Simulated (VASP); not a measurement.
# Be2Ir (P6/mmm) in VASP: a series of runs, part 3 of 3

VASP 6.6.1. Earlier steps stand in the parts before.

## 6. Relaxation of cell and atoms, PBE

This run uses another cell than the first one, of 10.07 Å³/atom.

Input file INCAR:

```
PREC = Accurate
ENCUT = 600
EDIFF = 1E-6
ISMEAR = 0
SIGMA = 0.1
LREAL = False
LASPH = True
NELM = 80
ALGO = Normal
ISIF = 3
LWAVE = False
LCHARG = False
GGA = PE
IBRION = 2
NSW = 100
EDIFFG = -0.01
```

Input file KPOINTS:

```
regular mesh
0
Gamma
  12 12 18
```

Input file POSCAR:

```
Be2Ir
1.0
    3.6144775762      0.0000000000      0.0000000000
   -1.8072387881      3.1302294024      0.0000000000
    0.0000000000      0.0000000000      2.6712619587
Be Ir
2 1
Direct
    0.3333333333      0.6666666667      0.5000000000
    0.6666666667      0.3333333333      0.5000000000
    0.0000000000      0.0000000000      0.0000000000
```

Potentials or basis: VASP PAW PBE potentials, release 64 (Be, Ir).

Started as:

```sh
$ cat potpaw_PBE.64/Be/POTCAR potpaw_PBE.64/Ir/POTCAR > POTCAR
$ mpirun -np 1 vasp_std > vasp.out
```

OUTCAR:

```text
PREC = Accurate
   ENCUT = 600
   EDIFF = 1E-6
   ISMEAR = 0
   LREAL = False
   LASPH = True
   NELM = 80
   ISIF = 3
   GGA = PE
   IBRION = 2
   NSW = 100
   EDIFFG = -0.01

 ion  position               nearest neighbor table
   1  0.333  0.667  0.500-   2 2.09   2 2.09   2 2.09   3 2.48   3 2.48   3 2.48   3 2.48   3 2.48
                             3 2.48
   2  0.667  0.333  0.500-   1 2.09   1 2.09   1 2.09   3 2.48   3 2.48   3 2.48   3 2.48   3 2.48
                             3 2.48
   3  0.000  0.000  0.000-   1 2.48   2 2.48   1 2.48   2 2.48   2 2.48   2 2.48   1 2.48   1 2.48
                             2 2.48   2 2.48   1 2.48   1 2.48

  LATTYP: Found a hexagonal cell.
 ALAT       =     3.6144775762
 C/A-ratio  =     0.7390451047

  Lattice vectors:

 A1 = (   3.6144775762,   0.0000000000,   0.0000000000)
 A2 = (  -1.8072387881,   3.1302294024,   0.0000000000)
 A3 = (   0.0000000000,   0.0000000000,   2.6712619587)

Analysis of symmetry for initial positions (statically):
=====================================================================
 Subroutine PRICEL returns:
 Original cell was already a primitive cell.

 Routine SETGRP: Setting up the symmetry group for a
 hexagonal supercell.

 Subroutine GETGRP returns: Found 24 space group operations
 (whereof 24 operations were pure point group operations)
 out of a pool of 24 trial point group operations.

The static configuration has the point symmetry D_6h.

Analysis of symmetry for dynamics (positions and initial velocities):
=====================================================================
 Subroutine PRICEL returns:
 Original cell was already a primitive cell.

 Routine SETGRP: Setting up the symmetry group for a
 hexagonal supercell.

 Subroutine GETGRP returns: Found 24 space group operations
 (whereof 24 operations were pure point group operations)
 out of a pool of 24 trial point group operations.

The dynamic configuration has the point symmetry D_6h.
[... 140 lines left out ...]

--------------------------------------- Ionic step        1  -------------------------------------------

 number of electron      13.0000000 magnetization

 Free energy of the ion-electron system (eV)
  ---------------------------------------------------
  ext. energy  EPLUGINS =         0.00000000
  ---------------------------------------------------
  free energy    TOTEN  =       -17.89499376 eV

  energy without entropy =      -17.89212975  energy(sigma->0) =      -17.89356175

------------------------ aborting loop because EDIFF is reached ----------------------------------------

  FORCE on cell =-STRESS in cart. coord.  units (eV):
  Direction    XX          YY          ZZ          XY          YZ          ZX
  --------------------------------------------------------------------------------------
  -------------------------------------------------------------------------------------
  Total        0.1925551      0.1925551     -0.1077534      0.0000000      0.0000000     -0.0000000
  in kB       10.2076899     10.2076899     -5.7121995      0.0000000      0.0000000     -0.0000000
  external PRESSURE =       4.9010601 kB  Pullay stress =       0.0000000 kB
[... 172 lines left out ...]
--------------------------------------- Ionic step        6  -------------------------------------------

 number of electron      13.0000000 magnetization

 Free energy of the ion-electron system (eV)
  ---------------------------------------------------
  ext. energy  EPLUGINS =         0.00000000
  ---------------------------------------------------
  free energy    TOTEN  =       -17.89555127 eV

  energy without entropy =      -17.89267829  energy(sigma->0) =      -17.89411478

 E-fermi :   8.0736     XC(G=0): -12.1110

 val. band max:        8.0281414089   @ k =   0.3333  -0.0000   0.0000
 cond. band min:       8.0788841215   @ k =   0.2500   0.2500   0.0556
 fundamental gap:      0.0507427127
 Fermi energy:         8.0735629462

 k-point     1 :       0.0000    0.0000    0.0000
  band No.  band energies     occupation
      1      -2.7026      2.00000
      2       2.7833      2.00000
      3       3.2497      2.00000
      4       3.2497      2.00000
      5       7.4797      2.00000
      6       7.4797      2.00000
      7      11.8851      0.00000
      8      11.8851      0.00000
      9      13.9455      0.00000
     10      13.9772      0.00000
[... 287 lines left out ...]
 k-point    24 :       0.3333   -0.0000    0.0556
  band No.  band energies     occupation
      1      -1.1626      2.00000
      2       2.3105      2.00000
      3       2.9112      2.00000
      4       4.5877      2.00000
      5       6.4344      2.00000
      6       6.9248      2.00000
      7       7.5239      2.00000
      8       8.5154      0.00000
      9      15.8194      0.00000
     10      16.2116      0.00000

 [... further k-points ...]

------------------------ aborting loop because EDIFF is reached ----------------------------------------

  FORCE on cell =-STRESS in cart. coord.  units (eV):
  Direction    XX          YY          ZZ          XY          YZ          ZX
  --------------------------------------------------------------------------------------
  -------------------------------------------------------------------------------------
  Total       -0.0023717     -0.0023717      0.0008461      0.0000000      0.0000000      0.0000000
  in kB       -0.1253360     -0.1253360      0.0447128      0.0000000      0.0000000      0.0000000
  external PRESSURE =      -0.0686530 kB  Pullay stress =       0.0000000 kB
[... 18 lines left out ...]
  FREE ENERGIE OF THE ION-ELECTRON SYSTEM (eV)
  ---------------------------------------------------
  free  energy   TOTEN  =       -17.8955512726 eV

  energy  without entropy=      -17.8926782935  energy(sigma->0) =      -17.89411478

 reached required accuracy - stopping structural energy minimisation
```

OSZICAR:

```text
N       E                     dE             d eps       ncg     rms          rms(c)
DAV:   1     0.735511277024E+02    0.73551E+02   -0.62078E+03  3800   0.127E+03
DAV:   2    -0.150040834289E+02   -0.88555E+02   -0.82747E+02  3816   0.288E+02
DAV:   3    -0.195669221612E+02   -0.45628E+01   -0.44137E+01  5060   0.666E+01
DAV:   4    -0.196729738484E+02   -0.10605E+00   -0.10536E+00  4898   0.935E+00
[... 37 lines left out ...]
DAV:   1    -0.178955744343E+02   -0.31063E-04   -0.71628E-04  4204   0.374E-01    0.434E-02
DAV:   2    -0.178955549442E+02    0.19490E-04   -0.12765E-04  4946   0.138E-01    0.823E-03
DAV:   3    -0.178955524007E+02    0.25436E-05   -0.73513E-06  4212   0.303E-02    0.540E-03
DAV:   4    -0.178955513038E+02    0.10968E-05   -0.14532E-06  2694   0.114E-02    0.128E-03
DAV:   5    -0.178955512726E+02    0.31212E-07   -0.13421E-07  1974   0.384E-03
   6 F= -.17895551E+02 E0= -.17894115E+02  d E =-.109811E-04
```

CONTCAR:

```text
Be2Ir
   1.00000000000000
     3.6234085479536398    0.0000000000000000   -0.0000000000000000
    -1.8117042739768199    3.1379638508191445    0.0000000000000000
    -0.0000000000000000    0.0000000000000000    2.6664312550872582
  Be              Ir
     2     1
Direct
     0.3333333332999970    0.6666666667000030    0.5000000000000000
     0.6666666667000030    0.3333333332999970    0.5000000000000000
     0.0000000000000000    0.0000000000000000    0.0000000000000000

  0.00000000E+00  0.00000000E+00  0.00000000E+00
  0.00000000E+00  0.00000000E+00  0.00000000E+00
  0.00000000E+00  0.00000000E+00  0.00000000E+00
```

It took 4.2 min on 1 thread of Intel Xeon 8259CL, shared host; peak memory 0.24 GiB.

What came out:

```yaml
Free_energy: -17.8956 eV
Relaxed_volume: 10.11 Å³/atom
Relaxed_cell: a = 3.623 Å, b = 3.623 Å, c = 2.666 Å, α = 90.00°, β = 90.00°, γ = 120.00°
Space_group_after_relaxing_to_0.1_Å: P6/mmm (No. 191)
Energy_gained_by_relaxing: 0.2 meV/atom
Ionic_steps: 6
Pressure_after_relaxing: 0.0 GPa
Band_gap_on_the_k_mesh: zero (an odd number of electrons rules out a gap without spin polarisation)
```

The path:
```csv
step,energy change (eV),largest force (eV/Å),pressure (GPa),volume (Å³)
1,0.0000,0.0000,0.49,30.22
2,-0.0005,0.0000,-0.27,30.36
3,-0.0005,0.0000,-0.11,30.33
4,-0.0005,0.0000,-0.13,30.33
5,-0.0005,0.0000,0.12,30.30
6,-0.0006,0.0000,-0.01,30.32
```

Final structure:
```cif
data_structure
_symmetry_space_group_name_H-M 'P 1'
_symmetry_Int_Tables_number 1
_cell_length_a 3.6234
_cell_length_b 3.6234
_cell_length_c 2.6664
_cell_angle_alpha 90.000
_cell_angle_beta 90.000
_cell_angle_gamma 120.000
_cell_volume 30.32
loop_
_atom_site_label
_atom_site_type_symbol
_atom_site_fract_x
_atom_site_fract_y
_atom_site_fract_z
_atom_site_occupancy
Be1 Be 0.33333 0.66667 0.50000 1
Be2 Be 0.66667 0.33333 0.50000 1
Ir1 Ir 0.00000 0.00000 0.00000 1
```

Levels at points of the mesh, in eV from the Fermi level:
| k point | band 2 | band 3 | band 4 | band 5 | band 6 | band 7 | band 8 | band 9 | band 10 |
| --- | --- | --- | --- | --- | --- | --- | --- | --- | --- |
| (0.00, 0.00, 0.00) | -5.29 | -4.82 | -4.82 | -0.59 | -0.59 | 3.81 | 3.81 | 5.87 | 5.90 |
| (0.50, 0.00, 0.00) | -6.30 | -5.30 | -2.03 | -1.88 | -1.88 | -1.49 | -0.73 | 8.16 | 9.94 |
| (0.00, 0.00, 0.50) | -4.82 | -4.51 | -4.51 | -2.62 | -2.62 | 2.37 | 2.37 | 3.07 | 5.19 |
| (0.50, 0.00, 0.50) | -5.55 | -4.83 | -2.72 | -2.41 | -1.25 | -0.53 | 4.61 | 5.35 | 5.77 |

Caveat: spin-orbit coupling is left out, which moves the levels of the heavy elements.

## 7. The runs side by side

```csv
task,cell,k mesh,cutoff (eV),gap on the mesh (eV),pressure (GPa),relaxed volume (Å³/atom)
single point,"a = 3.060, b = 3.060, c = 3.304 Å, angles 90.0, 90.0, 120.0°, 3 atoms",6 × 6 × 6,520,none,31.2,-
single point,"a = 3.614, b = 3.614, c = 2.671 Å, angles 90.0, 90.0, 120.0°, 3 atoms",6 × 6 × 6,520,none,0.4,-
relaxation of cell and atoms,"relaxed from a = 3.060, b = 3.060, c = 3.304 Å, angles 90.0, 90.0, 120.0°, 3 atoms",6 × 6 × 6,600,none,0.3,10.08
single point,"a = 3.621, b = 3.621, c = 2.666 Å, angles 90.0, 90.0, 120.0°, 3 atoms",12 × 12 × 18,520,none,0.2,-
relaxation of cell and atoms,"relaxed from a = 3.614, b = 3.614, c = 2.671 Å, angles 90.0, 90.0, 120.0°, 3 atoms",12 × 12 × 18,600,none,0.0,10.11
```

Alike in all rows: level PBE; potentials or basis VASP PAW PBE potentials, release 64 (Be, Ir); no spin polarisation; smearing gaussian 0.1 eV.

Caveats: some runs use coarse meshes; spin-orbit coupling is left out, which moves the levels of the heavy elements; a cell axis changed by over 15 % at a fixed basis, so the end point is rough (at least some runs).

Absolute energies hang on the potentials; compare differences alone.

The gap in the log of VASP goes by the Fermi energy; the results here count the filled bands.